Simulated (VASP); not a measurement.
# B (P6_3/mmc) in VASP: a series of runs, part 2 of 2

VASP 6.6.1. Earlier steps stand in the parts before.

### 5 Relaxation of cell and atoms, PBEsol

This run uses another cell than the first one, of 5.92 Å³/atom, 0.792 times its volume.

INCAR reads:

```
PREC     = Accurate       # precision mode
ENCUT    = 600            # plane-wave cutoff, eV
EDIFF    = 1E-6           # SCF threshold, eV
ISMEAR   = 0              # smearing method
SIGMA    = 0.1            # smearing width, eV
LREAL    = F              # projectors in reciprocal space
LASPH    = T              # aspherical terms in the spheres
NELM     = 100            # most SCF steps
ALGO     = Normal         # electronic algorithm
ISIF     = 3              # what is computed and relaxed
LWAVE    = F              # write WAVECAR
LCHARG   = F              # write CHGCAR
GGA      = PS             # functional
IBRION   = 2              # ionic algorithm
NSW      = 100            # ionic steps
EDIFFG   = -0.01          # ionic threshold
```

KPOINTS reads:

```
Automatic mesh
0
Gamma
  24 24 8
```

POSCAR reads:

```
B
1.0
    2.0958357340      0.0000000000      0.0000000000
   -1.0479178670      1.8150469878      0.0000000000
    0.0000000000      0.0000000000      6.2217865572
B
4
Direct
    0.0000000000      0.0000000000      0.0000000000
    0.0000000000      0.0000000000      0.5000000000
    0.3333333333      0.6666666667      0.7500000000
    0.6666666667      0.3333333333      0.2500000000
```

Potentials or basis: VASP PAW PBE potentials, release 64 (B).

Launch:

```sh
$ cat potpaw_PBE.64/B/POTCAR > POTCAR
$ mpirun -np 1 vasp_std > vasp.out
```

OUTCAR:

```text
PREC = Accurate
   ENCUT = 600
   EDIFF = 1E-6
   ISMEAR = 0
   LREAL = F
   LASPH = T
   NELM = 100
   ISIF = 3
   GGA = PS
   IBRION = 2
   NSW = 100
   EDIFFG = -0.01

 ion  position               nearest neighbor table
   1  0.000  0.000  0.000-   3 1.97   4 1.97   3 1.97   4 1.97   4 1.97   3 1.97
   2  0.000  0.000  0.500-   3 1.97   4 1.97   3 1.97   4 1.97   4 1.97   3 1.97
   3  0.333  0.667  0.750-   1 1.97   2 1.97   1 1.97   2 1.97   1 1.97   2 1.97
   4  0.667  0.333  0.250-   1 1.97   2 1.97   1 1.97   2 1.97   1 1.97   2 1.97

  LATTYP: Found a hexagonal cell.
 ALAT       =     2.0958357340
 C/A-ratio  =     2.9686422730

  Lattice vectors:

 A1 = (   2.0958357340,   0.0000000000,   0.0000000000)
 A2 = (  -1.0479178670,   1.8150469878,   0.0000000000)
 A3 = (   0.0000000000,   0.0000000000,   6.2217865572)

Analysis of symmetry for initial positions (statically):
=====================================================================
 Subroutine PRICEL returns:
 Original cell was already a primitive cell.

 Routine SETGRP: Setting up the symmetry group for a
 hexagonal supercell.

 Subroutine GETGRP returns: Found 24 space group operations
 (whereof 12 operations were pure point group operations)
 out of a pool of 24 trial point group operations.

The static configuration has the point symmetry D_3d.
 The point group associated with its full space group is D_6h.

Analysis of symmetry for dynamics (positions and initial velocities):
=====================================================================
 Subroutine PRICEL returns:
 Original cell was already a primitive cell.

 Routine SETGRP: Setting up the symmetry group for a
 hexagonal supercell.

 Subroutine GETGRP returns: Found 24 space group operations
 (whereof 12 operations were pure point group operations)
 out of a pool of 24 trial point group operations.

The dynamic configuration has the point symmetry D_3d.
 The point group associated with its full space group is D_6h.

 Subroutine INISYM returns: Found 24 space group operations
 (whereof 12 operations are pure point group operations),
 and found     1 'primitive' translations

----------------------------------------------------------------------------------------

                                     Primitive cell

  volume of cell :      23.6679

  direct lattice vectors                    reciprocal lattice vectors
     2.095835734  0.000000000  0.000000000     0.477136630  0.275474962  0.000000000
    -1.047917867  1.815046988  0.000000000     0.000000000  0.550949924  0.000000000
     0.000000000  0.000000000  6.221786557     0.000000000  0.000000000  0.160725539

  length of vectors
     2.095835734  2.095835734  6.221786557     0.550949924  0.550949924  0.160725539

  position of ions in fractional coordinates (direct lattice)
     0.000000000  0.000000000  0.000000000
     0.000000000  0.000000000  0.500000000
     0.333333333  0.666666667  0.750000000
     0.666666667  0.333333333  0.250000000

  ion indices of the primitive-cell ions
   primitive index   ion index
                 1           1
                 2           2
                 3           3
                 4           4

----------------------------------------------------------------------------------------

 KPOINTS: Automatic mesh

Automatic generation of k-mesh.
 Grid dimensions read from file:
 generate k-points for:   24   24    8

 Generating k-lattice:

  Cartesian coordinates                     Fractional coordinates (reciprocal lattice)
[... 66 lines left out ...]
   ISIF   =      3    stress and relaxation
   ISYM   =      2    0-nonsym 1-usesym 2-fastsym
   POTIM  = 0.5000    time-step for ionic-motion
   TEBEG  =    0.0;   TEEND  =   0.0 temperature during run
   PSTRESS=    0.0 pullay stress
   NELECT =      12.0000    total number of electrons
   NUPDOWN=      -1.0000    fix difference up-down
   EMIN   =  10.00;   EMAX   =-10.00  energy-range for DOS
   EFERMI =   0.00;   METHOD = LEGACY
   ISMEAR =     0;   SIGMA  =   0.10  broadening in eV -4-tet -1-fermi 0-gaus
   EFERMI_NEDOS =   21; number of points for ismear=-14 and -15
   IALGO  =     38    algorithm
   IMIX   =      4    mixing-type and parameters
     AMIX     =   0.40;   BMIX     =  1.00
     AMIX_MAG =   1.60;   BMIX_MAG =  1.00
  volume/ion in A,a.u.               =       5.92        39.93
  Fermi-wavevector in a.u.,A,eV,Ry     =   1.305415  2.466876 23.185791  1.704108
  Thomas-Fermi vector in A             =   2.436285
   LORBIT       =      0    0 simple, 1 ext, 2 COOP (PROOUT), +10 PAW based schemes
   GGA     = PS    functional components
   LHFCALC =     F    Hartree Fock is set to
   AEXX    =    0.0000 exact exchange contribution
   IVDW    =     0    specifies the selected vdW correction
   LEPSILON=     F    determine dielectric tensor
   LRPA    =     F    only Hartree local field effects (RPA)
 conjugate gradient relaxation of ions
 non-spin polarized calculation
 Gauss-broadening in eV      SIGMA  =   0.10
  energy-cutoff  :      600.00
  volume of cell :       23.67
 maximum number of plane-waves:       806
 NGX is ok and might be reduce to    18
   NGX =  9   NGY =  9   NGZ = 25

--------------------------------------- Ionic step        1  -------------------------------------------

 number of electron      12.0000000 magnetization

 Free energy of the ion-electron system (eV)
  ---------------------------------------------------
  ext. energy  EPLUGINS =         0.00000000
  ---------------------------------------------------
  free energy    TOTEN  =       -22.62937880 eV

  energy without entropy =      -22.62494229  energy(sigma->0) =      -22.62716054

------------------------ aborting loop because EDIFF is reached ----------------------------------------

  FORCE on cell =-STRESS in cart. coord.  units (eV):
  Direction    XX          YY          ZZ          XY          YZ          ZX
  --------------------------------------------------------------------------------------
  -------------------------------------------------------------------------------------
  Total        0.6385742      0.6385742     -0.8809645      0.0000000     -0.0000000      0.0000000
  in kB       43.2276570     43.2276570    -59.6360385      0.0000000     -0.0000000      0.0000000
  external PRESSURE =       8.9397585 kB  Pullay stress =       0.0000000 kB
[... 95 lines left out ...]
  FREE ENERGIE OF THE ION-ELECTRON SYSTEM (eV)
  ---------------------------------------------------
  free  energy   TOTEN  =       -22.7329857799 eV

  energy  without entropy=      -22.7288893178  energy(sigma->0) =      -22.73093755

 E-fermi :  10.3425     XC(G=0): -12.8856

 val. band max:       10.3386263378   @ k =   0.2083   0.1250   0.1250
 cond. band min:      10.3555612348   @ k =   0.2917  -0.0000   0.2500
 fundamental gap:      0.0169348970
 Fermi energy:        10.3424509965

 k-point     1 :       0.0000    0.0000    0.0000
  band No.  band energies     occupation
      1      -8.8457      2.00000
      2       0.1561      2.00000
      3       1.7698      2.00000
      4       6.9897      2.00000
      5       6.9897      2.00000
      6      10.3133      1.31949
      7      10.3133      1.31948
      8      16.7172      0.00000
      9      17.1436      0.00000
     10      18.2071      0.00000
[... 287 lines left out ...]
 k-point    24 :       0.4583    0.0417    0.0000
  band No.  band energies     occupation
      1      -4.5050      2.00000
      2      -3.3866      2.00000
      3       1.9990      2.00000
      4       2.8849      2.00000
      5       5.0317      2.00000
      6       8.6585      2.00000
      7       9.3100      2.00000
      8      12.5916      0.00000
      9      14.0134      0.00000
     10      14.7703      0.00000

 [... further k-points ...]

[... ionic steps 4 to 14 ...]

--------------------------------------- Ionic step       15  -------------------------------------------

 number of electron      12.0000000 magnetization

------------------------ aborting loop because EDIFF is reached ----------------------------------------
[... 71 lines left out ...]
--------------------------------------- Ionic step       17  -------------------------------------------

 number of electron      12.0000000 magnetization

 Free energy of the ion-electron system (eV)
  ---------------------------------------------------
  ext. energy  EPLUGINS =         0.00000000
  ---------------------------------------------------
  free energy    TOTEN  =       -25.44892296 eV

  energy without entropy =      -25.44268094  energy(sigma->0) =      -25.44580195

 E-fermi :   9.4697     XC(G=0): -12.6151

 val. band max:        9.4677416755   @ k =   0.2917   0.0417   0.2500
 cond. band min:       9.4720388689   @ k =   0.2083   0.0833   0.1250
 fundamental gap:      0.0042971935
 Fermi energy:         9.4697280527

 k-point     1 :       0.0000    0.0000    0.0000
  band No.  band energies     occupation
      1      -8.8855      2.00000
      2      -0.3412      2.00000
      3       1.0997      2.00000
      4       6.6057      2.00000
      5       6.6057      2.00000
      6       9.7946      0.00000
      7       9.7946      0.00000
      8      15.7014      0.00000
      9      15.9000      0.00000
     10      16.9320      0.00000
[... 330 lines left out ...]
  FREE ENERGIE OF THE ION-ELECTRON SYSTEM (eV)
  ---------------------------------------------------
  free  energy   TOTEN  =       -25.4489229599 eV

  energy  without entropy=      -25.4426809448  energy(sigma->0) =      -25.44580195

 reached required accuracy - stopping structural energy minimisation
```

Wall time 9.4 min (1 thread of Intel Xeon Platinum 8375C at 2.90GHz (Ice Lake), shared host); peak memory 0.21 GiB.

Results:

```yaml
Free_energy: -25.4489 eV
Relaxed_volume: 6.27 Å³/atom
Relaxed_cell: a = 2.870 Å, b = 2.870 Å, c = 3.515 Å, α = 90.00°, β = 90.00°, γ = 120.00°
Space_group_after_relaxing_to_0.05_Å: P6_3/mmc (No. 194)
Energy_gained_by_relaxing: 704.9 meV/atom
Ionic_steps: 17
Pressure_after_relaxing: -0.2 GPa
Band_gap_on_the_k_mesh: zero (band 6 reaches 10.61 eV, above the bottom of band 7 at 8.13 eV)
```

Step by step:
| step | energy change (eV) | largest force (eV/Å) | pressure (GPa) | volume (Å³) |
| --- | --- | --- | --- | --- |
| 1 | 0.0000 | 0.0000 | 0.89 | 23.67 |
| 2 | -0.0213 | 0.0000 | 0.39 | 23.78 |
| 3 | -0.1036 | 0.0000 | 0.90 | 24.08 |
| 4 | -0.5023 | 0.0000 | 5.19 | 24.54 |
| 5 | -0.0459 | 0.0000 | 19.47 | 24.80 |
| 6 | -2.2067 | 0.0000 | 43.14 | 22.19 |
| 7 | -0.3243 | 0.0000 | 20.64 | 24.67 |
| 8 | -2.3797 | 0.0000 | 19.80 | 23.58 |
| 9 | -2.6271 | 0.0000 | 29.18 | 22.82 |
| 10 | -2.5658 | 0.0000 | 32.15 | 22.66 |
| 11 | -2.7144 | 0.0000 | 19.56 | 23.49 |
| 12 | -2.8186 | 0.0000 | 0.60 | 25.01 |
| 13 | -2.8189 | 0.0000 | -0.32 | 25.10 |
| 14 | -2.8189 | 0.0000 | -0.85 | 25.15 |
| 15 | -2.8192 | 0.0000 | -0.73 | 25.13 |
| 16 | -2.8195 | 0.0000 | -0.48 | 25.10 |
| 17 | -2.8195 | 0.0000 | -0.17 | 25.07 |

Final structure:
```
B
1.0
     2.86982    0.00000    0.00000
    -1.43491    2.48533    0.00000
     0.00000    0.00000    3.51524
B
4
Cartesian
  -1.4349 2.4853 0.0000
  -1.4349 2.4853 1.7576
  0.0000 1.6569 2.6364
  1.4349 0.8284 0.8788
```

Levels at points of the mesh, in eV from the Fermi level:
```
           k point  band 2  band 3  band 4  band 5  band 6  band 7  band 8  band 9  band 10
(0.00, 0.00, 0.00)   -9.81   -8.37   -2.86   -2.86    0.32    0.32    6.23    6.43     7.46
(0.50, 0.00, 0.00)  -13.16   -7.89   -6.64   -5.08   -1.83   -1.34    2.28    3.66     4.38
(0.00, 0.00, 0.50)  -16.00   -0.77   -0.77   -0.77   -0.77    0.70    0.70    5.25     5.25
(0.50, 0.00, 0.50)  -11.93  -10.59  -10.59   -3.86   -3.86    0.94    0.94    8.96     8.96
```

Caveat: the PAW data sets were made with another functional, which shifts forces and pressure a little.

### 6 Overview

| task | cell | k mesh | cutoff (eV) | gap on the mesh (eV) | pressure (GPa) | relaxed volume (Å³/atom) |
| --- | --- | --- | --- | --- | --- | --- |
| single point | a = 2.203, b = 2.203, c = 7.107 Å, angles 90.0, 90.0, 120.0°, 4 atoms | 9 × 9 × 4 | 520 | none | -39.9 | - |
| relaxation of cell and atoms | relaxed from a = 2.203, b = 2.203, c = 7.107 Å, angles 90.0, 90.0, 120.0°, 4 atoms | 9 × 9 × 4 | 600 | none | 0.5 | 6.35 |
| single point | a = 2.318, b = 2.318, c = 5.460 Å, angles 90.0, 90.0, 120.0°, 4 atoms | 24 × 24 × 8 | 520 | none | 0.2 | - |
| relaxation of cell and atoms | relaxed from a = 2.096, b = 2.096, c = 6.222 Å, angles 90.0, 90.0, 120.0°, 4 atoms | 24 × 24 × 8 | 600 | none | -0.2 | 6.27 |

Alike in all rows: level PBEsol; potentials or basis VASP PAW PBE potentials, release 64 (B); no spin polarisation; smearing gaussian 0.1 eV.

Caveats: some runs use coarse meshes; the PAW data sets were made with another functional, which shifts forces and pressure a little.

Total energies depend on the potentials used, so only differences within one code and one set of settings carry meaning.
